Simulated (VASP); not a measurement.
Write the native input for VASP 6.6.1 that does the following.

```
Task                   : relaxation of cell and atoms
Functional             : BLYP
Dispersion             : D4
Potentials or basis    : VASP PAW PBE potentials, release 64 (Bi_d)
Cutoff                 : 600 eV
k mesh                 : 9 × 9 × 9
Occupations            : fermi-dirac, width 0.05 eV
Spin                   : no spin polarisation
Dipole correction      : no
Further INCAR settings : ALGO = Normal; EDIFF = 1e-07; IBRION = 2; EDIFFG = -0.02; NSW = 80; ISIF = 3
```

The structure of Bi lies in POSCAR:

```
Bi
1.0
   -1.9814305318      1.9814305318      1.9814305318
    1.9814305318     -1.9814305318      1.9814305318
    1.9814305318      1.9814305318     -1.9814305318
Bi
1
Direct
    0.0000000000      0.0000000000      0.0000000000
```

These files were run (other wordings do the same):

INCAR

```
SYSTEM = Bi
AGGAC    = 1.0          
AGGAX    = 1.0          
ALDAC    = 0.0          
ALDAX    = 1.0          
ALGO     = Normal         ! electronic algorithm
EDIFF    = 1E-7           ! SCF threshold, eV
EDIFFG   = -0.02          ! ionic threshold
ENCUT    = 600            ! plane-wave cutoff, eV
GGA      = B5             ! functional
IBRION   = 2              ! ionic algorithm
ISIF     = 3              ! what is computed and relaxed
ISMEAR   = -1             ! smearing method
IVDW     = 13             ! dispersion correction
LASPH    = .True.         ! aspherical terms in the spheres
LCHARG   = .False.        ! write CHGCAR
LREAL    = .False.        ! projectors in reciprocal space
LWAVE    = .False.        ! write WAVECAR
NELM     = 80             ! most SCF steps
NSW      = 80             ! ionic steps
PREC     = Accurate       ! precision mode
SIGMA    = 0.05           ! smearing width, eV
VDW_A1   = 0.44488865   
VDW_A2   = 4.0933009    
VDW_S6   = 1.0          
VDW_S8   = 2.34076671
```

KPOINTS

```
k-points
0
Gamma
  9 9 9
  0 0 0
```

Potentials or basis: VASP PAW PBE potentials, release 64 (Bi_d).

Run with:

```sh
$ cat potpaw_PBE.64/Bi_d/POTCAR > POTCAR
$ mpirun -np 1 vasp_std > vasp.out
```

It gave:

```
Relaxed volume                         : 31.29 Å³/atom
Relaxed cell                           : a = 3.438 Å, b = 3.438 Å, c = 3.438 Å, α = 109.47°, β = 109.47°, γ = 109.47°
Space group after relaxing (to 0.05 Å) : Im-3m (No. 229)
Energy gained by relaxing              : 0.2 meV/atom
Ionic steps                            : 3
Pressure after relaxing                : 0.0 GPa
Dispersion energy per atom             : -1.014 eV
```

Caveat: the PAW data sets were made with another functional, which shifts forces and pressure a little; pairwise dispersion overbinds metals, which lowers pressure and volume.

It took 38 s on 1 thread of Intel(R) Xeon(R) Platinum 8488C (Sapphire Rapids), on a shared host, peak memory 0.16 GiB.
